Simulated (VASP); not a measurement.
## Pt2C: relaxation of cell and atoms with PBE

The system is Pt2C.

```
CELL_PARAMETERS angstrom
2.85820 0.00000 0.00000
0.00000 2.85820 0.00000
0.00000 0.00000 4.99160
ATOMIC_POSITIONS crystal
Pt 0.50000 0.00000 0.71589
Pt 0.00000 0.50000 0.28411
C 0.00000 0.00000 0.00000
```

The cell was generated, and may not be a known phase.

| Item | Value |
| --- | --- |
| Program | VASP 6.6.1 |
| Task | relaxation of cell and atoms |
| Functional | PBE |
| Potentials or basis | VASP PAW PBE potentials, release 64 (Pt, C) |
| Cutoff | 600 eV |
| k mesh | 16 × 16 × 10 |
| Occupations | gaussian, width 0.1 eV |
| Spin | no spin polarisation |
| Dipole correction | no |
| Further INCAR settings | ALGO = Fast; EDIFF = 1e-07; IBRION = 2; EDIFFG = -0.01; NSW = 100; ISIF = 3 |

| Item | Value |
| --- | --- |
| Relaxed volume | 13.53 Å³/atom |
| Relaxed cell | a = 2.827 Å, b = 2.827 Å, c = 5.080 Å, α = 90.00°, β = 90.00°, γ = 90.00° |
| Space group after relaxing (to 0.1 Å) | P-4m2 (No. 115) |
| Energy gained by relaxing | 1.4 meV/atom |
| Ionic steps | 8 |
| Pressure after relaxing | 0.0 GPa |
| Largest force after relaxing | 0.010 eV/Å |
| Band gap on the k mesh | zero (bands 12 and 13 overlap by 2.72 eV) |

Forces on the atoms (eV/Å):
```
Pt   0.000  0.000  0.010
Pt   0.000  0.000 -0.010
C    0.000  0.000  0.000
```

Step by step:
| step | energy change (eV) | largest force (eV/Å) | pressure (GPa) | volume (Å³) |
| --- | --- | --- | --- | --- |
| 1 | 0.0000 | 0.0529 | 0.46 | 40.78 |
| 2 | -0.0010 | 0.0965 | -1.50 | 41.01 |
| 3 | -0.0013 | 0.0491 | -0.87 | 40.93 |
| 4 | -0.0028 | 0.0367 | -0.45 | 40.80 |
| 5 | -0.0041 | 0.0053 | 0.53 | 40.51 |
| 6 | -0.0040 | 0.0568 | -0.39 | 40.60 |
| 7 | -0.0043 | 0.0196 | 0.14 | 40.55 |
| 8 | -0.0043 | 0.0099 | 0.01 | 40.59 |

Final structure:
```yaml
crystal:
  lattice:
    - [2.82665, 0.00000, 0.00000]
    - [0.00000, 2.82665, 0.00000]
    - [0.00000, 0.00000, 5.07976]
  atoms:
    - { symbol: Pt, position: [0.50000, 0.00000, 0.71571] }
    - { symbol: Pt, position: [0.00000, 0.50000, 0.28429] }
    - { symbol: C, position: [0.00000, 0.00000, 0.00000] }
```

Levels at points of the mesh, in eV from the Fermi level:
```
           k point  band 9  band 10  band 11  band 12  band 13  band 14  band 15  band 16
(0.00, 0.00, 0.00)   -1.62    -1.59    -1.59    -1.58    -1.07     2.76     2.76     8.32
(0.50, 0.00, 0.00)   -2.93    -1.82    -1.08    -0.01     0.48     2.74     4.28     5.22
(0.50, 0.50, 0.00)   -1.99    -0.57    -0.57     0.75     0.75     2.16     3.09     7.19
(0.00, 0.00, 0.50)   -2.69    -2.69    -1.50    -1.16     0.67     4.10     4.10     6.47
(0.50, 0.00, 0.50)   -2.68    -2.25    -1.74    -1.53     1.04     1.32     3.62     6.54
(0.50, 0.50, 0.50)   -1.10    -0.42    -0.42     1.47     1.55     1.55     4.84     6.40
```

It took 26 min on 1 thread of Oxide Virtual Turin-like Processor, on a shared host, peak memory 0.3 GiB.

Caveat: spin-orbit coupling is left out, which moves the levels of the heavy elements.
